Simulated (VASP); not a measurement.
# P (R-3m) in VASP: further runs

Runs on P. Level: PBEsol. Tasks: single point.

Program: VASP 6.6.1. These are calculated values, not measurements. Logs are shortened: lines on timing, memory, paths and dates and some standing lists are left out, and cuts for length are marked.

## (1) The cell of the first run

It takes space group R-3m (No. 166, trigonal). The conventional cell has a = 3.279 Å, b = 3.279 Å, c = 9.389 Å, α = 90.00°, β = 90.00°, γ = 120.00°. Within 2.9 Å of P (site symmetry 3m) lie 6 P at 2.21 to 2.75 Å.

## (2) Single point, PBEsol (strain -0.050 along x and y, +0.000 along z)

Input file INCAR:

```
SYSTEM = P
  ALGO = Normal
  EDIFF = 1E-6
  ENCUT = 520
  GGA = PS
  ISIF = 2
  ISMEAR = 0
  LASPH = .TRUE.
  LCHARG = .FALSE.
  LREAL = .FALSE.
  LWAVE = .FALSE.
  NBANDS = 12
  NELM = 100
  PREC = Accurate
  SIGMA = 0.15
```

Input file KPOINTS:

```
k-points
0
G
  18 18 18
  0 0 0
```

Input file POSCAR:

```
P
1.0
    1.6394389191      0.9465305013      3.1296800121
   -1.6394389191      0.9465305013      3.1296800121
    0.0000000000     -1.8930610025      3.1296800121
P
2
Direct
    0.2270802500      0.2270802500      0.2270802500
    0.7729197500      0.7729197500      0.7729197500
```

Potentials or basis: VASP PAW PBE potentials, release 64 (P).

The run is started by

```console
$ cat potpaw_PBE.64/P/POTCAR > POTCAR
$ mpirun -np 1 vasp_std > vasp.out
```

OUTCAR:

```text
SYSTEM = P
   EDIFF = 1E-6
   ENCUT = 520
   GGA = PS
   ISIF = 2
   ISMEAR = 0
   LASPH = .TRUE.
   LREAL = .FALSE.
   NELM = 100
   PREC = Accurate

 ion  position               nearest neighbor table
   1  0.227  0.227  0.227-   2 2.21   2 2.21   2 2.21   2 2.75   2 2.75   2 2.75
   2  0.773  0.773  0.773-   1 2.21   1 2.21   1 2.21   1 2.75   1 2.75   1 2.75

  LATTYP: Found a trigonal (rhomboedric) cell.
 ALAT       =     3.6576737057
 COS(alpha) =     0.5981994225

  Lattice vectors:

 A1 = (   1.6394389191,   0.9465305013,   3.1296800121)
 A2 = (  -1.6394389191,   0.9465305013,   3.1296800121)
 A3 = (   0.0000000000,  -1.8930610025,   3.1296800121)

Analysis of symmetry for initial positions (statically):
=====================================================================
 Subroutine PRICEL returns:
 Original cell was already a primitive cell.

 Routine SETGRP: Setting up the symmetry group for a
 trigonal (rhombohedral) supercell.

 Subroutine GETGRP returns: Found 12 space group operations
 (whereof 12 operations were pure point group operations)
 out of a pool of 12 trial point group operations.

The static configuration has the point symmetry D_3d.

Analysis of symmetry for dynamics (positions and initial velocities):
=====================================================================
 Subroutine PRICEL returns:
 Original cell was already a primitive cell.

 Routine SETGRP: Setting up the symmetry group for a
 trigonal (rhombohedral) supercell.

 Subroutine GETGRP returns: Found 12 space group operations
 (whereof 12 operations were pure point group operations)
 out of a pool of 12 trial point group operations.

The dynamic configuration has the point symmetry D_3d.

 Subroutine INISYM returns: Found 12 space group operations
 (whereof 12 operations are pure point group operations),
 and found     1 'primitive' translations

----------------------------------------------------------------------------------------

                                     Primitive cell

  volume of cell :      29.1394

  direct lattice vectors                    reciprocal lattice vectors
     1.639438919  0.946530501  3.129680012     0.304982390  0.176081665  0.106507161
    -1.639438919  0.946530501  3.129680012    -0.304982390  0.176081665  0.106507161
     0.000000000 -1.893061003  3.129680012     0.000000000 -0.352163330  0.106507161

  length of vectors
     3.657673706  3.657673706  3.657673706     0.367916820  0.367916820  0.367916820

  position of ions in fractional coordinates (direct lattice)
[... 83 lines left out ...]
   IBRION =     -1    ionic relax: 0-MD 1-quasi-New 2-CG
   NFREE  =      0    steps in history (QN), initial steepest desc. (CG)
   ISIF   =      2    stress and relaxation
   ISYM   =      2    0-nonsym 1-usesym 2-fastsym
   POTIM  = 0.5000    time-step for ionic-motion
   TEBEG  =    0.0;   TEEND  =   0.0 temperature during run
   PSTRESS=    0.0 pullay stress
   NELECT =      10.0000    total number of electrons
   NUPDOWN=      -1.0000    fix difference up-down
   EMIN   =  10.00;   EMAX   =-10.00  energy-range for DOS
   EFERMI =   0.00;   METHOD = LEGACY
   ISMEAR =     0;   SIGMA  =   0.15  broadening in eV -4-tet -1-fermi 0-gaus
   EFERMI_NEDOS =   21; number of points for ismear=-14 and -15
   IALGO  =     38    algorithm
   IMIX   =      4    mixing-type and parameters
     AMIX     =   0.40;   BMIX     =  1.00
     AMIX_MAG =   1.60;   BMIX_MAG =  1.00
  volume/ion in A,a.u.               =      14.57        98.32
  Fermi-wavevector in a.u.,A,eV,Ry     =   1.146167  2.165941 17.873950  1.313698
  Thomas-Fermi vector in A             =   2.282852
   LORBIT       =      0    0 simple, 1 ext, 2 COOP (PROOUT), +10 PAW based schemes
   GGA     = PS    functional components
   LHFCALC =     F    Hartree Fock is set to
   AEXX    =    0.0000 exact exchange contribution
   IVDW    =     0    specifies the selected vdW correction
   LEPSILON=     F    determine dielectric tensor
   LRPA    =     F    only Hartree local field effects (RPA)
 non-spin polarized calculation
 Gauss-broadening in eV      SIGMA  =   0.15
  energy-cutoff  :      520.00
  volume of cell :       29.14
 maximum number of plane-waves:       802
   NGX = 13   NGY = 13   NGZ = 13

 number of electron      10.0000000 magnetization

 Free energy of the ion-electron system (eV)
  ---------------------------------------------------
  ext. energy  EPLUGINS =         0.00000000
  ---------------------------------------------------
  free energy    TOTEN  =       -11.44077865 eV

  energy without entropy =      -11.43483040  energy(sigma->0) =      -11.43780453

 E-fermi :  10.2367     XC(G=0): -11.3137

 val. band max:       10.2199523272   @ k =   0.4444   0.4444   0.3889
 cond. band min:      10.2399563733   @ k =  -0.3889  -0.3889   0.1111
 fundamental gap:      0.0200040461
 Fermi energy:        10.2367481699

 k-point     1 :       0.0000    0.0000    0.0000
  band No.  band energies     occupation
      1      -7.2761      2.00000
      2       6.3608      2.00000
      3       6.8891      2.00000
      4       7.5923      2.00000
      5       7.5923      2.00000
      6      12.0993      0.00000
      7      13.1066      0.00000
      8      13.1066      0.00000
      9      16.4257      0.00000
     10      16.4257      0.00000
     11      17.5926      0.00000
     12      17.5926      0.00000
[... 331 lines left out ...]
 k-point    24 :      -0.2222    0.0556    0.0000
  band No.  band energies     occupation
      1      -6.1602      2.00000
      2       2.5430      2.00000
      3       6.1749      2.00000
      4       6.7410      2.00000
      5       8.5032      2.00000
      6      11.5322      0.00000
      7      11.7464      0.00000
      8      12.6214      0.00000
      9      15.6913      0.00000
     10      16.3086      0.00000
     11      18.0257      0.00000
     12      21.9259      0.00000

 [... further k-points ...]
[... 5 lines left out ...]
  --------------------------------------------------------------------------------------
  -------------------------------------------------------------------------------------
  Total        2.5613123      2.5613123      0.9191522      0.0000000      0.0000000      0.0000000
  in kB      140.8289951    140.8289951     50.5378728      0.0000000      0.0000000      0.0000000
  external PRESSURE =     110.7319543 kB  Pullay stress =       0.0000000 kB

 VOLUME and BASIS-vectors are now :
 -----------------------------------------------------------------------------
  energy-cutoff  :      520.00
  volume of cell :       29.14
      direct lattice vectors                 reciprocal lattice vectors
     1.639438919  0.946530501  3.129680012     0.304982390  0.176081665  0.106507161
    -1.639438919  0.946530501  3.129680012    -0.304982390  0.176081665  0.106507161
     0.000000000 -1.893061003  3.129680012     0.000000000 -0.352163330  0.106507161

 POSITION                                       TOTAL-FORCE (eV/Angst)
 -----------------------------------------------------------------------------------
      0.00000      0.00000      2.13207         0.000000      0.000000      0.952269
      0.00000      0.00000      7.25697         0.000000     -0.000000     -0.952269
 -----------------------------------------------------------------------------------
    total drift:                                0.000000     -0.000000     -0.000000

  FREE ENERGIE OF THE ION-ELECTRON SYSTEM (eV)
  ---------------------------------------------------
  free  energy   TOTEN  =       -11.4407786517 eV

  energy  without entropy=      -11.4348304002  energy(sigma->0) =      -11.43780453
```

Wall time 3 min (1 thread of Intel Xeon Platinum 8259CL at 2.50GHz (Skylake/Cascade Lake), shared host); peak memory 0.27 GiB.

Results:

```
Free energy            : -11.4408 eV
Pressure               : 11.1 GPa
Largest force          : 0.952 eV/Å
Band gap on the k mesh : zero (band 5 reaches 11.41 eV, above the bottom of band 6 at 9.73 eV)
```

Forces on the atoms (eV/Å):
```
P    0.000  0.000  0.952
P    0.000  0.000 -0.952
```

Levels at points of the mesh, in eV from the Fermi level:
| k point | band 2 | band 3 | band 4 | band 5 | band 6 | band 7 | band 8 | band 9 |
| --- | --- | --- | --- | --- | --- | --- | --- | --- |
| (0.00, 0.00, 0.00) | -3.88 | -3.35 | -2.64 | -2.64 | 1.86 | 2.87 | 2.87 | 6.19 |
| (0.50, 0.00, 0.00) | -12.41 | -4.01 | -3.92 | -1.02 | 0.03 | 0.21 | 0.73 | 8.03 |
| (0.50, 0.50, 0.00) | -10.65 | -6.91 | -6.00 | -5.52 | -0.34 | 6.80 | 8.27 | 9.03 |
| (0.50, 0.50, 0.50) | -11.68 | -2.61 | -2.61 | 0.24 | 0.24 | 1.31 | 3.28 | 8.81 |

Caveat: the cell differs from its parent crystal (strain -0.050 along x and y, +0.000 along z); the PAW data sets were made with another functional, which shifts forces and pressure a little.

## (3) Single point, PBEsol (strain +0.000 along x and y, -0.025 along z)

Input file INCAR:

```
PREC = Accurate
ENCUT = 520
EDIFF = 1E-6
ISMEAR = 0
SIGMA = 0.15
LREAL = F
LASPH = T
NELM = 80
ALGO = Normal
ISIF = 2
LWAVE = F
LCHARG = F
GGA = PS
NBANDS = 12
```

Input file KPOINTS:

```
Automatic mesh
0
Gamma
  18 18 18
```

Input file POSCAR:

```
P
1.0
    1.7257251780      0.9963478961      3.0514380118
   -1.7257251780      0.9963478961      3.0514380118
    0.0000000000     -1.9926957921      3.0514380118
P
2
Direct
    0.2270802500      0.2270802500      0.2270802500
    0.7729197500      0.7729197500      0.7729197500
```

Potentials or basis: VASP PAW PBE potentials, release 64 (P).

The run is started by

```console
$ cat potpaw_PBE.64/P/POTCAR > POTCAR
$ mpirun -np 1 vasp_std > vasp.out
```

OUTCAR:

```text
PREC = Accurate
   ENCUT = 520
   EDIFF = 1E-6
   ISMEAR = 0
   LREAL = F
   LASPH = T
   NELM = 80
   ISIF = 2
   GGA = PS

 ion  position               nearest neighbor table
   1  0.227  0.227  0.227-   2 2.28   2 2.28   2 2.28   2 2.78   2 2.78   2 2.78
   2  0.773  0.773  0.773-   1 2.28   1 2.28   1 2.28   1 2.78   1 2.78   1 2.78

  LATTYP: Found a trigonal (rhomboedric) cell.
 ALAT       =     3.6444629865
 COS(alpha) =     0.5515581053

  Lattice vectors:

[... 537 lines left out ...]
      6      10.4152      0.00000
      7      10.7143      0.00000
      8      11.5305      0.00000
      9      14.2389      0.00000
     10      15.1682      0.00000
     11      16.0766      0.00000
     12      20.2451      0.00000

 [... further k-points ...]
[... 5 lines left out ...]
  --------------------------------------------------------------------------------------
  -------------------------------------------------------------------------------------
  Total        0.0146640      0.0146640     -0.0383841     -0.0000000     -0.0000000      0.0000000
  in kB        0.7463202      0.7463202     -1.9535456     -0.0000000     -0.0000000      0.0000000
  external PRESSURE =      -0.1536351 kB  Pullay stress =       0.0000000 kB

 VOLUME and BASIS-vectors are now :
 -----------------------------------------------------------------------------
  energy-cutoff  :      520.00
  volume of cell :       31.48
      direct lattice vectors                 reciprocal lattice vectors
     1.725725178  0.996347896  3.051438012     0.289733271  0.167277582  0.109238114
    -1.725725178  0.996347896  3.051438012    -0.289733271  0.167277582  0.109238114
     0.000000000 -1.992695792  3.051438012     0.000000000 -0.334555164  0.109238114

 POSITION                                       TOTAL-FORCE (eV/Angst)
 -----------------------------------------------------------------------------------
      0.00000      0.00000      2.07876         0.000000      0.000000      0.508596
      0.00000      0.00000      7.07555         0.000000     -0.000000     -0.508596
 -----------------------------------------------------------------------------------
    total drift:                                0.000000     -0.000000     -0.000000

  FREE ENERGIE OF THE ION-ELECTRON SYSTEM (eV)
  ---------------------------------------------------
  free  energy   TOTEN  =       -11.5605290011 eV

  energy  without entropy=      -11.5567959250  energy(sigma->0) =      -11.55866246
```

OSZICAR:

```text
N       E                     dE             d eps       ncg     rms          rms(c)
DAV:   1     0.209449903948E+02    0.20945E+02   -0.45757E+03 13920   0.723E+02
DAV:   2    -0.104237975938E+02   -0.31369E+02   -0.29914E+02 18520   0.118E+02
DAV:   3    -0.116068343360E+02   -0.11830E+01   -0.11740E+01 18052   0.213E+01
DAV:   4    -0.116143978474E+02   -0.75635E-02   -0.75552E-02 16536   0.203E+00
DAV:   5    -0.116144542760E+02   -0.56429E-04   -0.56427E-04 18288   0.170E-01    0.701E+00
DAV:   6    -0.115792298357E+02    0.35224E-01   -0.79506E-03 16480   0.510E-01    0.416E+00
DAV:   7    -0.115604533917E+02    0.18776E-01   -0.16763E-02 16572   0.784E-01    0.793E-02
DAV:   8    -0.115605162451E+02   -0.62853E-04   -0.10118E-03 16344   0.213E-01    0.451E-02
DAV:   9    -0.115605256330E+02   -0.93879E-05   -0.28566E-05 17932   0.361E-02    0.283E-02
DAV:  10    -0.115605288002E+02   -0.31672E-05   -0.30162E-06 16576   0.112E-02    0.429E-03
DAV:  11    -0.115605290011E+02   -0.20088E-06   -0.30073E-07  9308   0.374E-03
   1 F= -.11560529E+02 E0= -.11558662E+02  d E =-.373308E-02
```

It took 3.2 min on 1 thread of Intel Xeon Platinum 8259CL at 2.50GHz (Skylake/Cascade Lake), shared host; peak memory 0.28 GiB.

Results:

| Quantity | Value |
| --- | --- |
| Free energy | -11.5605 eV |
| Pressure | 0.0 GPa |
| Largest force | 0.509 eV/Å |
| Band gap on the k mesh | zero (band 5 reaches 9.70 eV, above the bottom of band 6 at 8.91 eV) |

Forces on the atoms (eV/Å):
```
P    0.000  0.000  0.509
P    0.000  0.000 -0.509
```

Caveat: the cell differs from its parent crystal (strain +0.000 along x and y, -0.025 along z); the PAW data sets were made with another functional, which shifts forces and pressure a little.
